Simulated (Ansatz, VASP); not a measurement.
**One calculation of Al, two programs**

```
Al
1.0
     0.00000    2.01040    2.01040
     2.01040    0.00000    2.01040
     2.01040    2.01040    0.00000
Al
1
Direct
  0.00000 0.00000 0.00000
```

Change from the starting cell: volume scaled by 0.98.

Alike in both runs: task single point; functional LDA; k mesh 17 × 17 × 17; occupations fermi-dirac, width 0.03 eV; no spin polarisation.

```csv
,VASP,Ansatz
version,VASP 6.6.1,Ansatz 0.2.0
potentials or method,"VASP PAW LDA potentials, release 64 (Al), cutoff 520 eV","all-electron LAPW, scalar-relativistic"
```

```csv
,VASP,Ansatz,Ansatz less VASP
pressure (GPa),-2.2,-2.2,-0.05
```

LDA's correlation is that of Perdew and Zunger in VASP and of Perdew and Wang (1992) in Ansatz. Ansatz ran all-electron here, and VASP with PAW potentials.
